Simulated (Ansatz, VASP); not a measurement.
## BaTiO3: VASP beside Ansatz

```
Ba Ti O
1.0
     4.00730    0.00000    0.00000
     0.00000    4.00730    0.00000
     0.00000    0.00000    3.92715
Ba Ti O
1 1 3
Direct
  0.50000 0.50000 0.50000
  0.00000 0.00000 0.00000
  0.50000 0.00000 0.00000
  0.00000 0.50000 0.00000
  0.00000 0.00000 0.50000
```

Change from the starting cell: zz strain of -2 %, crystal datasets.

Alike in both runs: task electric field gradients; functional PBE; k mesh 8 × 8 × 8; occupations fermi-dirac, width 0.05 eV; no spin polarisation.

```csv
,VASP,Ansatz
version,VASP 6.6.1,Ansatz 0.2.0
potentials or method,"VASP PAW PBE potentials, release 64 (Ba_sv, Ti_sv, O), cutoff 520 eV","all-electron PAW with datasets made for the crystal, scalar-relativistic"
```

|  | VASP | Ansatz | Ansatz less VASP |
| --- | --- | --- | --- |
| pressure (GPa) | 7.1 | 5.2 | -1.89 |
| traceless stress, the component that is largest in VASP (GPa) | 2.94 | 2.84 | -0.098 |
| size of Vzz on the site where it differs most (V/Å²) | 2.4 | 2.0 | -0.42 |

Ansatz ran all-electron here, and VASP with PAW potentials.

Spin-orbit coupling is off throughout.
